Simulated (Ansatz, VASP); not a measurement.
## Two plane-wave programs on C

```
CELL_PARAMETERS angstrom
0.00000 1.78000 1.78000
1.78000 0.00000 1.78000
1.78000 1.78000 0.00000
ATOMIC_POSITIONS crystal
C 0.00000 0.00000 0.00000
C 0.25000 0.25000 0.25000
```

Alike in both runs: task single point; functional PBE; dispersion D3(BJ); k mesh 8 × 8 × 8; occupations gaussian, width 0.1 eV; no spin polarisation.

|  | VASP | Ansatz |
| --- | --- | --- |
| version | VASP 6.6.1 | Ansatz 0.2.0 |
| potentials or method | VASP PAW PBE potentials, release 64 (C), cutoff 600 eV | scalar-relativistic, plane waves, PAW |
| valence electrons in the cell | 8 | 8 |

```tsv
	VASP	Ansatz	Ansatz less VASP
gap on the k mesh at the Fermi level (eV)	4.15	4.15	+0.008
least direct gap on the mesh (eV)	5.61	5.61	+0.002
pressure (GPa)	-1.1	-1.1	0.00
```
